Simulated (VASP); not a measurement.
# Pb (P6_3/mmc) in VASP: a series of runs

Runs on Pb. Level: BLYP. Tasks: single point.

Program: VASP 6.6.1. These are calculated values, not measurements. Logs are shortened: lines on timing, memory, paths and dates and some standing lists are left out, and cuts for length are marked.

## (1) The cell of the first run

The structure is hexagonal, space group P6_3/mmc (No. 194). Conventional cell: a = 3.652 Å, b = 3.652 Å, c = 6.022 Å, α = 90.00°, β = 90.00°, γ = 120.00°. Within 4.8 Å of Pb (site symmetry -6m2) lie 12 Pb at 3.65 to 3.68 Å.

This isn't the form of Pb at room conditions, which is fcc.

## (2) Single point, BLYP

The input, INCAR:

```
SYSTEM = Pb
  PREC = Accurate
  ENCUT = 520
  EDIFF = 1E-6
  ISMEAR = -1
  SIGMA = 0.1
  LREAL = .False.
  LASPH = .True.
  NELM = 60
  ALGO = Normal
  ISIF = 2
  LWAVE = .False.
  LCHARG = .False.
  GGA = B5
  ALDAX = 1.0
  AGGAX = 1.0
  AGGAC = 1.0
  ALDAC = 0.0
  NBANDS = 21
```

The input, KPOINTS:

```
regular mesh
0
Gamma
  10 10 6
  0 0 0
```

The input, POSCAR:

```
Pb
1.0
    3.6521949880      0.0000000000      0.0000000000
   -1.8260974940      3.1628936392      0.0000000000
    0.0000000000      0.0000000000      6.0219994471
Pb
2
Direct
    0.3333333333      0.6666666667      0.2500000000
    0.6666666667      0.3333333333      0.7500000000
```

Potentials or basis: VASP PAW PBE potentials, release 64 (Pb_d).

Run with:

```bash
$ cat potpaw_PBE.64/Pb_d/POTCAR > POTCAR
$ mpirun -np 1 vasp_std > vasp.out
```

OUTCAR:

```text
SYSTEM = Pb
   PREC = Accurate
   ENCUT = 520
   EDIFF = 1E-6
   ISMEAR = -1
   LREAL = .False.
   LASPH = .True.
   NELM = 60
   ISIF = 2
   GGA = B5

 ion  position               nearest neighbor table
   1  0.333  0.667  0.250-   2 3.68   2 3.68   2 3.68   2 3.68   2 3.68   2 3.68
   2  0.667  0.333  0.750-   1 3.68   1 3.68   1 3.68   1 3.68   1 3.68   1 3.68

  LATTYP: Found a hexagonal cell.
 ALAT       =     3.6521949880
 C/A-ratio  =     1.6488712861

  Lattice vectors:

 A1 = (   3.6521949880,   0.0000000000,   0.0000000000)
 A2 = (  -1.8260974940,   3.1628936392,   0.0000000000)
 A3 = (   0.0000000000,   0.0000000000,   6.0219994471)

Analysis of symmetry for initial positions (statically):
=====================================================================
 Subroutine PRICEL returns:
 Original cell was already a primitive cell.

 Routine SETGRP: Setting up the symmetry group for a
 hexagonal supercell.

 Subroutine GETGRP returns: Found 24 space group operations
 (whereof 12 operations were pure point group operations)
 out of a pool of 24 trial point group operations.

The static configuration has the point symmetry D_3d.
 The point group associated with its full space group is D_6h.

Analysis of symmetry for dynamics (positions and initial velocities):
=====================================================================
 Subroutine PRICEL returns:
 Original cell was already a primitive cell.

 Routine SETGRP: Setting up the symmetry group for a
 hexagonal supercell.

 Subroutine GETGRP returns: Found 24 space group operations
 (whereof 12 operations were pure point group operations)
 out of a pool of 24 trial point group operations.

The dynamic configuration has the point symmetry D_3d.
 The point group associated with its full space group is D_6h.

 Subroutine INISYM returns: Found 24 space group operations
 (whereof 12 operations are pure point group operations),
 and found     1 'primitive' translations

----------------------------------------------------------------------------------------

                                     Primitive cell

  volume of cell :      69.5632

  direct lattice vectors                    reciprocal lattice vectors
     3.652194988  0.000000000  0.000000000     0.273807944  0.158083090  0.000000000
    -1.826097494  3.162893639  0.000000000     0.000000000  0.316166180  0.000000000
     0.000000000  0.000000000  6.021999447     0.000000000  0.000000000  0.166057803

  length of vectors
     3.652194988  3.652194988  6.021999447     0.316166180  0.316166180  0.166057803

  position of ions in fractional coordinates (direct lattice)
     0.333333333  0.666666667  0.250000000
     0.666666667  0.333333333  0.750000000

  ion indices of the primitive-cell ions
   primitive index   ion index
                 1           1
                 2           2

----------------------------------------------------------------------------------------

 KPOINTS: regular mesh

Automatic generation of k-mesh.
 Grid dimensions read from file:
 generate k-points for:   10   10    6

 Generating k-lattice:

  Cartesian coordinates                     Fractional coordinates (reciprocal lattice)
     0.027380794  0.015808309  0.000000000     0.100000000  0.000000000  0.000000000
     0.000000000  0.031616618  0.000000000     0.000000000  0.100000000  0.000000000
     0.000000000  0.000000000  0.027676301     0.000000000  0.000000000  0.166666667

  Length of vectors
     0.031616618  0.031616618  0.027676301

  Shift w.r.t. Gamma in fractional coordinates (k-lattice)
     0.000000000  0.000000000  0.000000000

 Subroutine IBZKPT returns following result:
 ===========================================

 Found     56 irreducible k-points:

 Following reciprocal coordinates:
            Coordinates               Weight
  0.000000  0.000000  0.000000      1.000000
  0.100000 -0.000000  0.000000      6.000000
  0.200000 -0.000000  0.000000      6.000000
  0.300000 -0.000000  0.000000      6.000000
  0.400000 -0.000000  0.000000      6.000000
  0.500000 -0.000000  0.000000      3.000000
[... 16 lines left out ...]
  0.300000  0.100000  0.166667     24.000000
  0.400000  0.100000  0.166667     24.000000
 [... further k-points ...]
   k-points           NKPTS =     56   k-points in BZ     NKDIM =     56   number of bands    NBANDS=     21
   number of dos      NEDOS =    301   number of ions     NIONS =      2
   total plane-waves  NPLWV =  37632
   dimension x,y,z NGX =    28 NGY =   28 NGZ =   48
   dimension x,y,z NGXF=    56 NGYF=   56 NGZF=   96
   ions per type =               2
   NGX,Y,Z   is equivalent  to a cutoff of  12.75, 12.75, 13.25 a.u.
   NGXF,Y,Z  is equivalent  to a cutoff of  25.49, 25.49, 26.50 a.u.
 SYSTEM =  Pb
   PREC   = accura    normal or accurate (medium, high low for compatibility)
   ISTART =      0    job   : 0-new  1-cont  2-samecut
   ICHARG =      2    charge: 1-file 2-atom 10-const
   ISPIN  =      1    spin polarized calculation?
   LNONCOLLINEAR =      F non collinear calculations
   LSORBIT =      F    spin-orbit coupling
   LASPH  =      T    aspherical Exc in radial PAW
   ENCUT  =  520.0 eV  38.22 Ry    6.18 a.u.   6.79  6.79 11.20*2*pi/ulx,y,z
   NELM   =     60;   NELMIN=  2; NELMDL= -5     # of ELM steps
   EDIFF  = 0.1E-05   stopping-criterion for ELM
   LREAL  =      F    real-space projection
   EDIFFG = 0.1E-04   stopping-criterion for IOM
   NSW    =      0    number of steps for IOM
   IBRION =     -1    ionic relax: 0-MD 1-quasi-New 2-CG
   NFREE  =      0    steps in history (QN), initial steepest desc. (CG)
   ISIF   =      2    stress and relaxation
   ISYM   =      2    0-nonsym 1-usesym 2-fastsym
   POTIM  = 0.5000    time-step for ionic-motion
   TEBEG  =    0.0;   TEEND  =   0.0 temperature during run
   PSTRESS=    0.0 pullay stress
   NELECT =      28.0000    total number of electrons
   NUPDOWN=      -1.0000    fix difference up-down
   EMIN   =  10.00;   EMAX   =-10.00  energy-range for DOS
   EFERMI =   0.00;   METHOD = LEGACY
   ISMEAR =    -1;   SIGMA  =   0.10  broadening in eV -4-tet -1-fermi 0-gaus
   EFERMI_NEDOS =   21; number of points for ismear=-14 and -15
   IALGO  =     38    algorithm
   IMIX   =      4    mixing-type and parameters
     AMIX     =   0.40;   BMIX     =  1.00
     AMIX_MAG =   1.60;   BMIX_MAG =  1.00
  volume/ion in A,a.u.               =      34.78       234.72
  Fermi-wavevector in a.u.,A,eV,Ry     =   1.208744  2.284195 19.878965  1.461063
  Thomas-Fermi vector in A             =   2.344343
   LORBIT       =      0    0 simple, 1 ext, 2 COOP (PROOUT), +10 PAW based schemes
   GGA     = B5    functional components
   LHFCALC =     F    Hartree Fock is set to
   AEXX    =    0.0000 exact exchange contribution
   IVDW    =     0    specifies the selected vdW correction
   LEPSILON=     F    determine dielectric tensor
   LRPA    =     F    only Hartree local field effects (RPA)
 non-spin polarized calculation
  energy-cutoff  :      520.00
  volume of cell :       69.56
 maximum number of plane-waves:      1906
 NGX is ok and might be reduce to    28
   NGX = 13   NGY = 13   NGZ = 23

 number of electron      28.0000001 magnetization

 Free energy of the ion-electron system (eV)
  ---------------------------------------------------
  ext. energy  EPLUGINS =         0.00000000
  ---------------------------------------------------
  free energy    TOTEN  =        -5.73218744 eV

  energy without entropy =       -5.68587205  energy(sigma->0) =       -5.70902975

 E-fermi :   6.2968     XC(G=0):  -8.9692

 val. band max:        6.1881496952   @ k =   0.4000   0.2000   0.0000
 cond. band min:       6.3002684137   @ k =   0.2000   0.1000   0.0000
 fundamental gap:      0.1121187185
 Fermi energy:         6.2968106119

 k-point     1 :       0.0000    0.0000    0.0000
  band No.  band energies     occupation
      1     -10.6921      2.00000
      2     -10.6906      2.00000
      3     -10.6674      2.00000
      4     -10.6674      2.00000
      5     -10.6552      2.00000
      6     -10.6552      2.00000
[... 13 lines left out ...]
     20      15.4099      0.00000
     21      16.9844      0.00000

 k-point     2 :       0.1000   -0.0000    0.0000
  band No.  band energies     occupation
      1     -10.6967      2.00000
      2     -10.6835      2.00000
      3     -10.6605      2.00000
      4     -10.6513      2.00000
      5     -10.6492      2.00000
      6     -10.6394      2.00000
[... 13 lines left out ...]
     20      15.8537      0.00000
     21      16.8186      0.00000

 k-point     3 :       0.2000   -0.0000    0.0000
  band No.  band energies     occupation
      1     -10.7189      2.00000
      2     -10.6651      2.00000
      3     -10.6556      2.00000
      4     -10.6471      2.00000
      5     -10.6390      2.00000
      6     -10.6111      2.00000
[... 13 lines left out ...]
     20      15.6212      0.00000
     21      16.4346      0.00000

 k-point     4 :       0.3000   -0.0000    0.0000
  band No.  band energies     occupation
      1     -10.7452      2.00000
      2     -10.6744      2.00000
      3     -10.6733      2.00000
      4     -10.6545      2.00000
      5     -10.6243      2.00000
      6     -10.5734      2.00000
[... 13 lines left out ...]
     20      14.9310      0.00000
     21      15.9694      0.00000

 k-point     5 :       0.4000   -0.0000    0.0000
  band No.  band energies     occupation
      1     -10.7655      2.00000
      2     -10.6983      2.00000
      3     -10.6826      2.00000
      4     -10.6663      2.00000
      5     -10.5980      2.00000
      6     -10.5929      2.00000
[... 13 lines left out ...]
     20      14.5442      0.00000
     21      15.6730      0.00000
[... 382 lines left out ...]
     20      15.3871      0.00000
     21      16.0806      0.00000

 k-point    22 :       0.2000    0.1000    0.1667
  band No.  band energies     occupation
      1     -10.7143      2.00000
      2     -10.6783      2.00000
      3     -10.6710      2.00000
      4     -10.6473      2.00000
      5     -10.6327      2.00000
      6     -10.5998      2.00000
[... 13 lines left out ...]
     20      14.9487      0.00000
     21      15.5373      0.00000

 k-point    23 :       0.3000    0.1000    0.1667
  band No.  band energies     occupation
      1     -10.7357      2.00000
      2     -10.6959      2.00000
      3     -10.6719      2.00000
      4     -10.6568      2.00000
      5     -10.6164      2.00000
      6     -10.5888      2.00000
[... 13 lines left out ...]
     20      14.1353      0.00000
     21      15.7715      0.00000

 k-point    24 :       0.4000    0.1000    0.1667
  band No.  band energies     occupation
      1     -10.7482      2.00000
      2     -10.7125      2.00000
      3     -10.6742      2.00000
      4     -10.6612      2.00000
      5     -10.6215      2.00000
      6     -10.5729      2.00000
[... 13 lines left out ...]
     20      13.7479      0.00000
     21      16.2874      0.00000

 [... further k-points ...]

------------------------ aborting loop because EDIFF is reached ----------------------------------------

  FORCE on cell =-STRESS in cart. coord.  units (eV):
  Direction    XX          YY          ZZ          XY          YZ          ZX
  --------------------------------------------------------------------------------------
  -------------------------------------------------------------------------------------
  Total        0.0069728      0.0069728      0.0122838      0.0000000      0.0000000     -0.0000000
  in kB        0.1605977      0.1605977      0.2829208      0.0000000      0.0000000     -0.0000000
  external PRESSURE =       0.2013721 kB  Pullay stress =       0.0000000 kB

 VOLUME and BASIS-vectors are now :
 -----------------------------------------------------------------------------
  energy-cutoff  :      520.00
  volume of cell :       69.56
      direct lattice vectors                 reciprocal lattice vectors
     3.652194988  0.000000000  0.000000000     0.273807944  0.158083090  0.000000000
    -1.826097494  3.162893639  0.000000000     0.000000000  0.316166180  0.000000000
     0.000000000  0.000000000  6.021999447     0.000000000  0.000000000  0.166057803

 POSITION                                       TOTAL-FORCE (eV/Angst)
 -----------------------------------------------------------------------------------
     -0.00000      2.10860      1.50550        -0.000000      0.000000      0.000000
      1.82610      1.05430      4.51650         0.000000     -0.000000      0.000000
 -----------------------------------------------------------------------------------
    total drift:                               -0.000000      0.000000      0.000000

  FREE ENERGIE OF THE ION-ELECTRON SYSTEM (eV)
  ---------------------------------------------------
  free  energy   TOTEN  =        -5.7321874399 eV

  energy  without entropy=       -5.6858720519  energy(sigma->0) =       -5.70902975
```

Run time: 28 s. Hardware: 1 thread of Intel Xeon 6975P-C (Granite Rapids), shared host; peak memory 0.21 GiB.

Results:

```
Free energy            : -5.7322 eV
Pressure               : 0.0 GPa
Band gap on the k mesh : zero (bands 14 and 15 overlap by 5.99 eV)
```

Levels at points of the mesh, in eV from the Fermi level:
| k point | band 10 | band 11 | band 12 | band 13 | band 14 | band 15 | band 16 | band 17 | band 18 | band 19 |
| --- | --- | --- | --- | --- | --- | --- | --- | --- | --- | --- |
| (0.00, 0.00, 0.00) | -16.81 | -10.93 | -8.19 | -3.48 | 4.78 | 4.78 | 6.15 | 6.22 | 6.22 | 8.34 |
| (0.50, 0.00, 0.00) | -16.78 | -8.20 | -7.23 | -2.62 | -1.34 | -0.31 | 1.76 | 1.90 | 4.69 | 6.18 |
| (0.00, 0.00, 0.50) | -16.85 | -9.95 | -9.95 | 0.48 | 0.48 | 5.46 | 5.46 | 5.46 | 5.46 | 9.13 |
| (0.50, 0.00, 0.50) | -16.79 | -7.64 | -7.64 | -3.04 | -3.04 | 2.92 | 2.92 | 3.01 | 3.01 | 6.82 |

Caveat: the PAW data sets were made with another functional, which shifts forces and pressure a little; spin-orbit coupling is left out, which moves the levels of the heavy elements.

## (3) Single point, BLYP (30.61 Å³/atom)

This run uses another cell than the first one, of 30.61 Å³/atom.

The input, INCAR:

```
SYSTEM = Pb
AGGAC    = 1.0          
AGGAX    = 1.0          
ALDAC    = 0.0          
ALDAX    = 1.0          
ALGO     = Normal         ! electronic algorithm
EDIFF    = 1E-6           ! SCF threshold, eV
ENCUT    = 520            ! plane-wave cutoff, eV
GGA      = B5             ! functional
ISIF     = 2              ! what is computed and relaxed
ISMEAR   = -1             ! smearing method
LASPH    = .TRUE.         ! aspherical terms in the spheres
LCHARG   = .FALSE.        ! write CHGCAR
LREAL    = .FALSE.        ! projectors in reciprocal space
LWAVE    = .FALSE.        ! write WAVECAR
NBANDS   = 21             ! bands
NELM     = 100            ! most SCF steps
PREC     = Accurate       ! precision mode
SIGMA    = 0.1            ! smearing width, eV
```

The input, KPOINTS:

```
k-points
0
G
  11 11 6
  0 0 0
```

The input, POSCAR:

```
Pb
1.0
    3.4998399175      0.0000000000      0.0000000000
   -1.7499199588      3.0309502777      0.0000000000
    0.0000000000      0.0000000000      5.7707855460
Pb
2
Direct
    0.3333333333      0.6666666667      0.2500000000
    0.6666666667      0.3333333333      0.7500000000
```

Potentials or basis: VASP PAW PBE potentials, release 64 (Pb_d).

Run with:

```bash
$ cat potpaw_PBE.64/Pb_d/POTCAR > POTCAR
$ mpirun -np 1 vasp_std > vasp.out
```

Wall time 30 s (1 thread of Intel Xeon 6975P-C (Granite Rapids), shared host); peak memory 0.22 GiB.

It converged, with:

- Free energy: -5.6123 eV
- Pressure: 5.2 GPa
- Band gap on the k mesh: zero (bands 14 and 15 overlap by 7.08 eV)

Levels at points of the mesh, in eV from the Fermi level:
```csv
k point,band 12,band 13,band 14,band 15,band 16,band 17
"(0.00, 0.00, 0.00)",-8.29,-4.05,5.49,5.49,7.14,7.20
"(0.00, 0.00, 0.50)",-10.55,0.66,0.66,6.29,6.29,6.29
```

Caveat: the cell stands under pressure; the PAW data sets were made with another functional, which shifts forces and pressure a little; spin-orbit coupling is left out, which moves the levels of the heavy elements.

## (4) Single point, BLYP (32.00 Å³/atom)

This run uses another cell than the first one, of 32.00 Å³/atom.

The input, INCAR:

```
PREC = Accurate
ENCUT = 520
EDIFF = 1E-6
ISMEAR = -1
SIGMA = 0.1
LREAL = F
LASPH = T
NELM = 100
ALGO = Normal
ISIF = 2
LWAVE = F
LCHARG = T
GGA = B5
ALDAX = 1.0
AGGAX = 1.0
AGGAC = 1.0
ALDAC = 0.0
LELF = T
LVHAR = T
NBANDS = 21
```

The input, KPOINTS:

```
Automatic mesh
0
Gamma
  11 11 6
```

The input, POSCAR:

```
Pb
1.0
    3.5520840365      0.0000000000      0.0000000000
   -1.7760420183      3.0761950120      0.0000000000
    0.0000000000      0.0000000000      5.8569293737
Pb
2
Direct
    0.3333333333      0.6666666667      0.2500000000
    0.6666666667      0.3333333333      0.7500000000
```

Run with:

```bash
$ cat potpaw_PBE.64/Pb_d/POTCAR > POTCAR
$ mpirun -np 1 vasp_std > vasp.out
```

Run time: 31 s. Hardware: 1 thread of Intel Xeon 6975P-C (Granite Rapids), shared host; peak memory 0.21 GiB.

The run converged. Its results:

* Free energy: -5.6846 eV
* Pressure: 3.0 GPa
* Band gap on the k mesh: zero (bands 14 and 15 overlap by 6.72 eV)

Levels at points of the mesh, in eV from the Fermi level:
```csv
k point,band 10,band 11,band 12,band 13,band 14,band 15,band 16,band 17,band 18,band 19
"(0.00, 0.00, 0.00)",-16.80,-11.42,-8.26,-3.85,5.23,5.23,6.78,6.85,6.85,8.85
"(0.00, 0.00, 0.50)",-16.85,-10.33,-10.33,0.60,0.60,5.99,5.99,5.99,5.99,9.49
```

Caveat: the PAW data sets were made with another functional, which shifts forces and pressure a little; spin-orbit coupling is left out, which moves the levels of the heavy elements.

## (5) Single point, BLYP (33.39 Å³/atom)

This run uses another cell than the first one, of 33.39 Å³/atom.

The input, INCAR:

```
PREC = Accurate ; ENCUT = 520
EDIFF = 1E-6 ; ISMEAR = -1
SIGMA = 0.1 ; LREAL = F
LASPH = T ; NELM = 80
ALGO = Normal ; ISIF = 2
LWAVE = F ; LCHARG = F
GGA = B5 ; ALDAX = 1.0
AGGAX = 1.0 ; AGGAC = 1.0
ALDAC = 0.0 ; NBANDS = 21
```

The input, KPOINTS:

```
regular mesh
0
Gamma
  11 11 6
```

The input, POSCAR:

```
Pb
1.0
    3.6028349509      0.0000000000      0.0000000000
   -1.8014174755      3.1201465931      0.0000000000
    0.0000000000      0.0000000000      5.9406110992
Pb
2
Direct
    0.3333333333      0.6666666667      0.2500000000
    0.6666666667      0.3333333333      0.7500000000
```

Run with:

```bash
$ cat potpaw_PBE.64/Pb_d/POTCAR > POTCAR
$ mpirun -np 1 vasp_std > vasp.out
```

It took 30 s on 1 thread of Intel Xeon 6975P-C (Granite Rapids), shared host; peak memory 0.22 GiB.

Results (log left out):

```
Free energy            : -5.7223 eV
Pressure               : 1.2 GPa
Band gap on the k mesh : zero (bands 14 and 15 overlap by 6.40 eV)
```

Levels at points of the mesh, in eV from the Fermi level:
```csv
k point,band 10,band 11,band 12,band 13,band 14,band 15,band 16,band 17,band 18,band 19
"(0.00, 0.00, 0.00)",-16.81,-11.17,-8.22,-3.66,4.99,4.99,6.45,6.52,6.52,8.59
"(0.00, 0.00, 0.50)",-16.85,-10.13,-10.13,0.53,0.53,5.71,5.71,5.71,5.71,9.32
```

Caveat: the PAW data sets were made with another functional, which shifts forces and pressure a little; spin-orbit coupling is left out, which moves the levels of the heavy elements.

## (6) Summary

| cell | k mesh | gap on the mesh (eV) | pressure (GPa) |
| --- | --- | --- | --- |
| a = 3.652, b = 3.652, c = 6.022 Å, angles 90.0, 90.0, 120.0°, 2 atoms | 10 × 10 × 6 | none | 0.0 |
| a = 3.500, b = 3.500, c = 5.771 Å, angles 90.0, 90.0, 120.0°, 2 atoms | 11 × 11 × 6 | none | 5.2 |
| a = 3.552, b = 3.552, c = 5.857 Å, angles 90.0, 90.0, 120.0°, 2 atoms | 11 × 11 × 6 | none | 3.0 |
| a = 3.603, b = 3.603, c = 5.941 Å, angles 90.0, 90.0, 120.0°, 2 atoms | 11 × 11 × 6 | none | 1.2 |

Alike in all rows: task single point; level BLYP; potentials or basis VASP PAW PBE potentials, release 64 (Pb_d); no spin polarisation; cutoff (eV) 520; smearing fermi-dirac 0.1 eV.

Caveats: the PAW data sets were made with another functional, which shifts forces and pressure a little; spin-orbit coupling is left out, which moves the levels of the heavy elements; the cell stands under pressure (at least some runs).

Absolute energies hang on the potentials; compare differences alone.
